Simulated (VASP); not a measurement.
A run of VASP 6.6.1 is set up as follows.

INCAR

```
  PREC = Accurate
  ENCUT = 600
  EDIFF = 1E-6
  ISMEAR = 0
  SIGMA = 0.1
  LREAL = False
  LASPH = True
  NELM = 60
  ALGO = Normal
  ISIF = 3
  LWAVE = False
  LCHARG = False
  GGA = PE
  IBRION = 2
  NSW = 100
  EDIFFG = -0.01
```

The input KPOINTS:

```
regular mesh
0
Gamma
  10 10 10
```

The input POSCAR:

```
CsSe
1.0
    0.0000000000      4.2533731531      4.2533731531
    4.2533731531      0.0000000000      4.2533731531
    4.2533731531      4.2533731531      0.0000000000
Cs Se
2 2
Direct
    0.5000000000      0.5000000000      0.5000000000
    0.7500000000      0.7500000000      0.7500000000
    0.0000000000      0.0000000000      0.0000000000
    0.2500000000      0.2500000000      0.2500000000
```

Potentials or basis: VASP PAW PBE potentials, release 64 (Cs_sv, Se).

Run with:

```console
$ cat potpaw_PBE.64/Cs_sv/POTCAR potpaw_PBE.64/Se/POTCAR > POTCAR
$ mpirun -np 1 vasp_std > vasp.out
```

(1) Estimate the relaxed cell.

(2) Predict the relaxed volume.

(3) What does it give for the band gap on the k mesh?

## Answers

(1) a = 6.009 Å, b = 6.009 Å, c = 6.009 Å, α = 60.00°, β = 60.00°, γ = 60.00°.

(2) 38.35 Å³/atom.

(3) zero (bands 15 and 16 overlap by 0.61 eV).

Caveat: spin-orbit coupling is left out, which moves the levels of the heavy elements.
